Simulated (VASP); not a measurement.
# MgGa2S5 (P6/mmm) in VASP: single point with PBE

Aim: the single point of MgGa2S5 with PBE.

All numbers are computed with VASP 6.6.1; they aren't measurements. Logs are shortened: lines on timing, memory, paths and dates and some standing lists are left out, and cuts for length are marked.

### 1 The cell of the first run

The structure is hexagonal, space group P6/mmm (No. 191). The conventional cell has a = 7.910 Å, b = 7.910 Å, c = 4.772 Å, α = 90.00°, β = 90.00°, γ = 120.00°. Within 3.0 Å of Ga (site symmetry -6m2) lie 5 S at 2.28 to 2.39 Å. Within 3.4 Å of S (site symmetry -6m2) lie 2 Ga at 2.39 Å and 6 S at 3.30 Å. Within 3.0 Å of S (site symmetry mmm) lie 2 Ga at 2.28 Å.

The cell was built from a structure type or drawn by symmetry, and may not be a known phase.

### 2 Single point, PBE

Contents of INCAR:

```
SYSTEM = MgGa2S5
ALGO     = Fast           ! electronic algorithm
EDIFF    = 1E-6           ! SCF threshold, eV
ENCUT    = 520            ! plane-wave cutoff, eV
GGA      = PE             ! functional
ISIF     = 2              ! what is computed and relaxed
ISMEAR   = 0              ! smearing method
LASPH    = .TRUE.         ! aspherical terms in the spheres
LCHARG   = .TRUE.         ! write CHGCAR
LELF     = .TRUE.         ! ELF
LREAL    = .FALSE.        ! projectors in reciprocal space
LVHAR    = .TRUE.       
LWAVE    = .FALSE.        ! write WAVECAR
NBANDS   = 39             ! bands
NELM     = 100            ! most SCF steps
PREC     = Accurate       ! precision mode
SIGMA    = 0.1            ! smearing width, eV
```

Contents of KPOINTS:

```
k-points
0
G
  6 6 8
  0 0 0
```

Contents of POSCAR:

```
MgGa2S5
1.0
    7.9100679387      0.0000000000      0.0000000000
   -3.9550339694      6.8503197806      0.0000000000
    0.0000000000      0.0000000000      4.7718061865
Mg Ga S
1 2 5
Direct
    0.0000000000      0.0000000000      0.0000000000
    0.3333333333      0.6666666667      0.5000000000
    0.6666666667      0.3333333333      0.5000000000
    0.3333333333      0.6666666667      0.0000000000
    0.0000000000      0.5000000000      0.5000000000
    0.5000000000      0.5000000000      0.5000000000
    0.5000000000      0.0000000000      0.5000000000
    0.6666666667      0.3333333333      0.0000000000
```

Potentials or basis: VASP PAW PBE potentials, release 64 (Mg, Ga_d, S).

Command:

```bash
$ cat potpaw_PBE.64/Mg/POTCAR potpaw_PBE.64/Ga_d/POTCAR potpaw_PBE.64/S/POTCAR > POTCAR
$ mpirun -np 1 vasp_std > vasp.out
```

OUTCAR:

```text
SYSTEM = MgGa2S5
   EDIFF = 1E-6
   ENCUT = 520
   GGA = PE
   ISIF = 2
   ISMEAR = 0
   LASPH = .TRUE.
   LREAL = .FALSE.
   NELM = 100
   PREC = Accurate

 ion  position               nearest neighbor table
   1  0.000  0.000  0.000-
   2  0.333  0.667  0.500-   5 2.28   7 2.28   6 2.28   4 2.39   4 2.39
   3  0.667  0.333  0.500-   5 2.28   7 2.28   6 2.28   8 2.39   8 2.39
   4  0.333  0.667  0.000-   2 2.39   2 2.39
   5  0.000  0.500  0.500-   2 2.28   3 2.28
   6  0.500  0.500  0.500-   2 2.28   3 2.28
   7  0.500  0.000  0.500-   2 2.28   3 2.28
   8  0.667  0.333  0.000-   3 2.39   3 2.39

  LATTYP: Found a hexagonal cell.
 ALAT       =     7.9100679387
 C/A-ratio  =     0.6032572948

  Lattice vectors:

 A1 = (   7.9100679387,   0.0000000000,   0.0000000000)
 A2 = (  -3.9550339694,   6.8503197806,   0.0000000000)
 A3 = (   0.0000000000,   0.0000000000,   4.7718061865)

Analysis of symmetry for initial positions (statically):
=====================================================================
 Subroutine PRICEL returns:
 Original cell was already a primitive cell.

 Routine SETGRP: Setting up the symmetry group for a
 hexagonal supercell.

 Subroutine GETGRP returns: Found 24 space group operations
 (whereof 24 operations were pure point group operations)
 out of a pool of 24 trial point group operations.

The static configuration has the point symmetry D_6h.

Analysis of symmetry for dynamics (positions and initial velocities):
=====================================================================
 Subroutine PRICEL returns:
 Original cell was already a primitive cell.

 Routine SETGRP: Setting up the symmetry group for a
 hexagonal supercell.

 Subroutine GETGRP returns: Found 24 space group operations
 (whereof 24 operations were pure point group operations)
 out of a pool of 24 trial point group operations.

The dynamic configuration has the point symmetry D_6h.

 Subroutine INISYM returns: Found 24 space group operations
 (whereof 24 operations are pure point group operations),
 and found     1 'primitive' translations

----------------------------------------------------------------------------------------

                                     Primitive cell

[... 99 lines left out ...]
   LASPH  =      T    aspherical Exc in radial PAW
   ENCUT  =  520.0 eV  38.22 Ry    6.18 a.u.  14.71 14.71  8.87*2*pi/ulx,y,z
   NELM   =    100;   NELMIN=  2; NELMDL= -5     # of ELM steps
   EDIFF  = 0.1E-05   stopping-criterion for ELM
   LREAL  =      F    real-space projection
   EDIFFG = 0.1E-04   stopping-criterion for IOM
   NSW    =      0    number of steps for IOM
   IBRION =     -1    ionic relax: 0-MD 1-quasi-New 2-CG
   NFREE  =      0    steps in history (QN), initial steepest desc. (CG)
   ISIF   =      2    stress and relaxation
   ISYM   =      2    0-nonsym 1-usesym 2-fastsym
   POTIM  = 0.5000    time-step for ionic-motion
   TEBEG  =    0.0;   TEEND  =   0.0 temperature during run
   PSTRESS=    0.0 pullay stress
   NELECT =      58.0000    total number of electrons
   NUPDOWN=      -1.0000    fix difference up-down
   EMIN   =  10.00;   EMAX   =-10.00  energy-range for DOS
   EFERMI =   0.00;   METHOD = LEGACY
   ISMEAR =     0;   SIGMA  =   0.10  broadening in eV -4-tet -1-fermi 0-gaus
   EFERMI_NEDOS =   21; number of points for ismear=-14 and -15
   IALGO  =     68    algorithm
   IMIX   =      4    mixing-type and parameters
     AMIX     =   0.40;   BMIX     =  1.00
     AMIX_MAG =   1.60;   BMIX_MAG =  1.00
  volume/ion in A,a.u.               =      32.32       218.11
  Fermi-wavevector in a.u.,A,eV,Ry     =   0.994702  1.879714 13.462034  0.989432
  Thomas-Fermi vector in A             =   2.126671
   LORBIT       =      0    0 simple, 1 ext, 2 COOP (PROOUT), +10 PAW based schemes
   GGA     = PE    functional components
   LHFCALC =     F    Hartree Fock is set to
   AEXX    =    0.0000 exact exchange contribution
   IVDW    =     0    specifies the selected vdW correction
   LEPSILON=     F    determine dielectric tensor
   LRPA    =     F    only Hartree local field effects (RPA)
 non-spin polarized calculation
 RMM-DIIS sequential band-by-band and
 Gauss-broadening in eV      SIGMA  =   0.10
  energy-cutoff  :      520.00
  volume of cell :      258.57
 maximum number of plane-waves:      6990
 NGX is ok and might be reduce to    60
   NGX = 29   NGY = 29   NGZ = 17

 number of electron      58.0000001 magnetization

 Free energy of the ion-electron system (eV)
  ---------------------------------------------------
  ext. energy  EPLUGINS =         0.00000000
  ---------------------------------------------------
  free energy    TOTEN  =       -24.33510253 eV

  energy without entropy =      -24.29504448  energy(sigma->0) =      -24.31507350

 E-fermi :   0.4107     XC(G=0):  -7.4106

 val. band max:        0.4099729768   @ k =   0.5000   0.0000   0.5000
 cond. band min:       0.4230056692   @ k =   0.1667   0.1667   0.0000
 fundamental gap:      0.0130326924
 Fermi energy:         0.4107254061

 k-point     1 :       0.0000    0.0000    0.0000
  band No.  band energies     occupation
      1     -14.4149      2.00000
      2     -14.3749      2.00000
      3     -14.3336      2.00000
      4     -14.3336      2.00000
      5     -14.2062      2.00000
      6     -14.2062      2.00000
[... 997 lines left out ...]
     38       6.0697      0.00000
     39       6.8765      0.00000

 [... further k-points ...]
[... 5 lines left out ...]
  --------------------------------------------------------------------------------------
  -------------------------------------------------------------------------------------
  Total       -0.0317367     -0.0317367      0.0245852      0.0000000      0.0000000      0.0000000
  in kB       -0.1966521     -0.1966521      0.1523385      0.0000000      0.0000000      0.0000000
  external PRESSURE =      -0.0803219 kB  Pullay stress =       0.0000000 kB

 VOLUME and BASIS-vectors are now :
 -----------------------------------------------------------------------------
  energy-cutoff  :      520.00
  volume of cell :      258.57
      direct lattice vectors                 reciprocal lattice vectors
     7.910067939  0.000000000  0.000000000     0.126421164  0.072989293  0.000000000
    -3.955033969  6.850319781  0.000000000     0.000000000  0.145978587  0.000000000
     0.000000000  0.000000000  4.771806187     0.000000000  0.000000000  0.209564253

 POSITION                                       TOTAL-FORCE (eV/Angst)
 -----------------------------------------------------------------------------------
      0.00000      0.00000      0.00000        -0.000000     -0.000000     -0.000000
     -0.00000      4.56688      2.38590         0.000000     -0.000000     -0.000000
      3.95503      2.28344      2.38590        -0.000000      0.000000      0.000000
     -0.00000      4.56688      0.00000         0.000000      0.000000     -0.000000
     -1.97752      3.42516      2.38590         0.000000     -0.000000     -0.000000
      1.97752      3.42516      2.38590        -0.000000     -0.000000     -0.000000
      3.95503      0.00000      2.38590         0.000000     -0.000000     -0.000000
      3.95503      2.28344      0.00000        -0.000000      0.000000      0.000000
 -----------------------------------------------------------------------------------
    total drift:                                0.000000      0.000000      0.000000

  FREE ENERGIE OF THE ION-ELECTRON SYSTEM (eV)
  ---------------------------------------------------
  free  energy   TOTEN  =       -24.3351025288 eV

  energy  without entropy=      -24.2950444784  energy(sigma->0) =      -24.31507350
```

OSZICAR:

```text
N       E                     dE             d eps       ncg     rms          rms(c)
DAV:   1     0.490632425060E+03    0.49063E+03   -0.24632E+04  2758   0.155E+03
DAV:   2     0.551128548438E+02   -0.43552E+03   -0.41703E+03  3183   0.391E+02
DAV:   3    -0.231533184108E+02   -0.78266E+02   -0.76487E+02  3506   0.141E+02
DAV:   4    -0.283573507915E+02   -0.52040E+01   -0.51143E+01  3677   0.375E+01
DAV:   5    -0.284944662236E+02   -0.13712E+00   -0.13691E+00  3600   0.580E+00    0.118E+01
RMM:   6    -0.244976226275E+02    0.39968E+01   -0.32126E+00  3856   0.736E+00    0.758E+00
RMM:   7    -0.247342891371E+02   -0.23667E+00   -0.16152E+00  4161   0.348E+00    0.438E+00
RMM:   8    -0.243884809186E+02    0.34581E+00   -0.28628E-01  3773   0.184E+00    0.355E+00
RMM:   9    -0.243609544679E+02    0.27526E-01   -0.16322E-01  4004   0.167E+00    0.108E+00
RMM:  10    -0.243367566292E+02    0.24198E-01   -0.29354E-02  4217   0.804E-01    0.469E-01
RMM:  11    -0.243352688530E+02    0.14878E-02   -0.69224E-03  4499   0.349E-01    0.281E-01
RMM:  12    -0.243348785949E+02    0.39026E-03   -0.12901E-03  4175   0.163E-01    0.960E-02
RMM:  13    -0.243352331580E+02   -0.35456E-03   -0.56060E-04  4372   0.103E-01    0.756E-02
RMM:  14    -0.243351072910E+02    0.12587E-03   -0.19827E-04  4095   0.531E-02    0.426E-02
RMM:  15    -0.243351028287E+02    0.44624E-05   -0.57132E-05  4063   0.317E-02    0.142E-02
RMM:  16    -0.243351178818E+02   -0.15053E-04   -0.22722E-05  3475   0.172E-02    0.207E-02
RMM:  17    -0.243351023526E+02    0.15529E-04   -0.70420E-06  3001   0.116E-02    0.429E-03
RMM:  18    -0.243351025288E+02   -0.17623E-06   -0.20945E-06  2498   0.833E-03
   1 F= -.24335103E+02 E0= -.24315074E+02  d E =-.400581E-01
```

Wall time 7 min (1 thread of Intel Xeon Platinum 8559C (Emerald Rapids), shared host); peak memory 0.54 GiB.

Results:

```
Free energy            : -24.3351 eV
Pressure               : 0.0 GPa
Band gap on the k mesh : zero (bands 29 and 30 overlap by 0.56 eV)
```
